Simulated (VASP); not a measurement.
Set up this calculation in VASP 6.6.1, as the native input.

- Task: single point
- Functional: PBE
- Potentials or basis: VASP PAW PBE potentials, release 64 (Zr_sv)
- Cutoff: 520 eV
- k mesh: 15 × 15 × 8
- Occupations: gaussian, width 0.1 eV
- Spin: no spin polarisation
- Dipole correction: no
- Further INCAR settings: ALGO = Normal; EDIFF = 1e-06; NBANDS = 19

The structure of Zr lies in POSCAR:

```
Zr
1.0
    3.1529837101      0.0000000000      0.0000000000
   -1.5764918550      2.7305639906      0.0000000000
    0.0000000000      0.0000000000      5.0084380954
Zr
2
Direct
    0.3333333333      0.6666666667      0.2500000000
    0.6666666667      0.3333333333      0.7500000000
```

This cell differs from its parent crystal: Ti replaced by Zr, lengths x 1.056, strained.

These files were run (other wordings do the same):

INCAR

```
SYSTEM = Zr
  ALGO = Normal
  EDIFF = 1E-6
  ENCUT = 520
  GGA = PE
  ISIF = 2
  ISMEAR = 0
  LASPH = .TRUE.
  LCHARG = .TRUE.
  LELF = .TRUE.
  LREAL = .FALSE.
  LVHAR = .TRUE.
  LWAVE = .FALSE.
  NBANDS = 19
  NELM = 60
  PREC = Accurate
  SIGMA = 0.1
```

KPOINTS

```
k-points
0
G
  15 15 8
  0 0 0
```

Potentials or basis: VASP PAW PBE potentials, release 64 (Zr_sv).

Command:

```bash
$ cat potpaw_PBE.64/Zr_sv/POTCAR > POTCAR
$ mpirun -np 1 vasp_std > vasp.out
```

Results of the run:

```
Pressure               : 8.8 GPa
Band gap on the k mesh : zero (band 12 reaches 10.87 eV, above the bottom of band 13 at 9.57 eV)
```

Caveat: the cell differs from its parent crystal (Ti replaced by Zr, lengths x 1.056, strained).

It took 61 s on 1 thread of Intel Xeon 6975P-C (shared host), peak memory 0.22 GiB.
